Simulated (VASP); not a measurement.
Set up this calculation in VASP 6.6.1, as the native input.

```yaml
Task: electric field gradients
Functional: LDA
Potentials_or_basis: VASP PAW PBE potentials, release 64 (Lu, H)
Cutoff: 520 eV
k_mesh: 8 × 8 × 8
Occupations: fermi-dirac, width 0.02 eV
Spin: no spin polarisation
Dipole_correction: no
Further_INCAR_settings: ALGO = Normal; EDIFF = 1e-08; NBANDS = 20
```

The structure of LuH2 lies in POSCAR:

```
LuH2
1.0
    0.0000000000      2.4996102294      2.4996102294
    2.4996102294      0.0000000000      2.4996102294
    2.4996102294      2.4996102294      0.0000000000
Lu H
1 2
Direct
    0.0000000000      0.0000000000      0.0000000000
    0.2500000000      0.2500000000      0.2500000000
    0.7500000000      0.7500000000      0.7500000000
```

This cell differs from its parent crystal: volume scaled by 0.98.

One way to write it, as run:

INCAR

```
  ALGO = Normal
  EDIFF = 1E-8
  ENCUT = 520
  GGA = CA
  GGA_COMPAT = F
  ISIF = 2
  ISMEAR = -1
  LASPH = T
  LCHARG = F
  LEFG = T
  LREAL = F
  LWAVE = F
  NBANDS = 20
  NELM = 120
  PREC = Accurate
  SIGMA = 0.02
```

KPOINTS

```
k-points
0
Gamma
  8 8 8
```

Potentials or basis: VASP PAW PBE potentials, release 64 (Lu, H).

The run is started by

```console
$ cat potpaw_PBE.64/Lu/POTCAR potpaw_PBE.64/H/POTCAR > POTCAR
$ mpirun -np 1 vasp_std > vasp.out
```

It gave:

```
Pressure : -4.5 GPa
```

Caveat: without QUAD_EFG the Cq values of the log hold for a quadrupole moment of 1 mb, not for the nuclei; the PAW data sets were made with another functional, which shifts forces and pressure a little.

It took 45 s on 1 thread of Intel Xeon 8259CL, with other jobs on the host, peak memory 0.16 GiB.
